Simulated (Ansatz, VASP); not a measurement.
# BP: VASP beside Ansatz

```
CELL_PARAMETERS angstrom
2.84650 0.00000 0.00000
-1.42325 2.46514 0.00000
0.00000 0.00000 7.82414
ATOMIC_POSITIONS crystal
B 0.33333 0.66667 0.25000
B 0.66667 0.33333 0.75000
P 0.33333 0.66667 0.75000
P 0.66667 0.33333 0.25000
```

Alike in both runs: task relaxation of cell and atoms; functional r2SCAN; k mesh 12 × 12 × 4; occupations gaussian, width 0.1 eV; no spin polarisation.

|  | VASP | Ansatz |
| --- | --- | --- |
| version | VASP 6.6.1 | Ansatz 0.2.0 |
| potentials or method | VASP PAW PBE potentials, release 64 (B, P), cutoff 600 eV | scalar-relativistic, plane waves, PAW |
| valence electrons in the cell | 16 | 16 |

Ansatz gave:

```
gap on the k mesh at the Fermi level, each at its own relaxed structure (eV) : 1.05
relaxed volume (Å³/atom)                                                     : 18.57
relaxed cell length with the largest relative difference (Å)                 : 8.357
```

Which values does VASP return?

gap on the k mesh at the Fermi level, each at its own relaxed structure (eV): 1.07; relaxed volume (Å³/atom): 18.81; relaxed cell length with the largest relative difference (Å): 8.472.

VASP's potentials were made for PBE, not for r2SCAN.

Noted on VASP's run: the volume moved by over 15 % at a fixed basis, so the end points are rough.
